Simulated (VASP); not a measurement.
Write the native input for VASP 6.6.1 that does the following.

* Task: single point
* Functional: RPBE
* Potentials or basis: VASP PAW PBE potentials, release 64 (Au)
* Cutoff: 520 eV
* k mesh: 11 × 11 × 11
* Occupations: fermi-dirac, width 0.05 eV
* Spin: no spin polarisation
* Dipole correction: no
* Further INCAR settings: ALGO = Fast; EDIFF = 1e-06; NBANDS = 12

The structure of Au lies in POSCAR:

```
Au
1.0
    0.0000000000      2.0617793868      2.0617793868
    2.0617793868      0.0000000000      2.0617793868
    2.0617793868      2.0617793868      0.0000000000
Au
1
Direct
    0.0000000000      0.0000000000      0.0000000000
```

These files were run (other wordings do the same):

INCAR

```
SYSTEM = Au
PREC = Accurate
ENCUT = 520
EDIFF = 1E-6
ISMEAR = -1
SIGMA = 0.05
LREAL = .False.
LASPH = .True.
NELM = 100
ALGO = Fast
ISIF = 2
LWAVE = .False.
LCHARG = .True.
GGA = RP
LELF = .True.
LVHAR = .True.
NBANDS = 12
```

KPOINTS

```
regular mesh
0
Gamma
  11 11 11
  0 0 0
```

Potentials or basis: VASP PAW PBE potentials, release 64 (Au).

The run is started by

```bash
$ cat potpaw_PBE.64/Au/POTCAR > POTCAR
$ mpirun -np 1 vasp_std > vasp.out
```

It gave:

```yaml
Pressure: 7.4 GPa
```

Caveat: the PAW data sets were made with another functional, which shifts forces and pressure a little.

Wall time 9.5 s on 1 thread of Intel Xeon 6975P-C (shared host), peak memory 0.14 GiB.
